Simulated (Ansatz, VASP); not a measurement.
# Two plane-wave programs on ZnS

File POSCAR:

```
ZnS
1.0
    3.1792338322      0.0000000000      0.0000000000
    0.0000000000      3.1792338322      0.0000000000
    0.0000000000      0.0000000000      3.1792338322
Zn S
1 1
Direct
    0.0000000000      0.0000000000      0.0000000000
    0.5000000000      0.5000000000      0.5000000000
```

File INCAR.step1:

```
SYSTEM = ZnS
  ALGO = Normal
  EDIFF = 1E-4
  ENCUT = 520
  GGA = PE
  ISMEAR = -1
  LASPH = .True.
  LCHARG = .False.
  LREAL = .False.
  LWAVE = .True.
  NBANDS = 16
  NELM = 80
  PREC = Accurate
  SIGMA = 0.02
```

File INCAR.step2:

```
SYSTEM = ZnS
  ALGO = Normal
  EDIFF = 1E-7
  ENCUT = 520
  ISIF = 2
  ISMEAR = -1
  ISTART = 1
  LASPH = .True.
  LCHARG = .False.
  LMIXTAU = .True.
  LREAL = .False.
  LWAVE = .False.
  METAGGA = R2SCAN
  NBANDS = 16
  NELM = 80
  PREC = Accurate
  SIGMA = 0.02
```

The input KPOINTS:

```
k-points
0
Gamma
  8 8 8
  0 0 0
```

Input for Ansatz:

```yaml
crystal:
  lattice:
    - [3.1792338322, 0.0, 0.0]
    - [0.0, 3.1792338322, 0.0]
    - [0.0, 0.0, 3.1792338322]
  atoms:
    - { symbol: Zn, position: [0.0, 0.0, 0.0] }
    - { symbol: S, position: [0.5, 0.5, 0.5] }
kpoints:
  mp_grid: { grid: [8, 8, 8] }
  band_path:
    path:
      - [0.0, 0.0, 0.0]
      - [0.0, 0.5, 0.0]
      - [0.5, 0.5, 0.0]
      - [0.5, 0.5, 0.5]
      - [0.3, 0.5, 0.0]
      - [0.5, 0.5, 0.2]
    npoints: 1
hamiltonian:
  xc: r2scan
scf:
  occupations: { method: fermi_dirac, width: 0.02 }
  n_extra_bands: 4
output:
  forces: true
  stress: true
  eigenvalues: true
```

Alike in both runs: task single point; functional r2SCAN; k mesh 8 × 8 × 8; occupations fermi-dirac, width 0.02 eV; no spin polarisation.

|  | VASP | Ansatz |
| --- | --- | --- |
| version | VASP 6.6.1 | Ansatz 0.2.0 |
| potentials or method | VASP PAW PBE potentials, release 64 (Zn, S) | plane waves, PAW |
| plane-wave cutoff (eV) | 520 | 500 |
| valence electrons in the cell | 18 | 18 |

|  | VASP | Ansatz | Ansatz less VASP |
| --- | --- | --- | --- |
| pressure (GPa) | 0.0 | 0.0 | 0.00 |

VASP's potentials were made for PBE, not for r2SCAN. With one functional, cell and mesh, what is left measures potentials, basis and numerics.
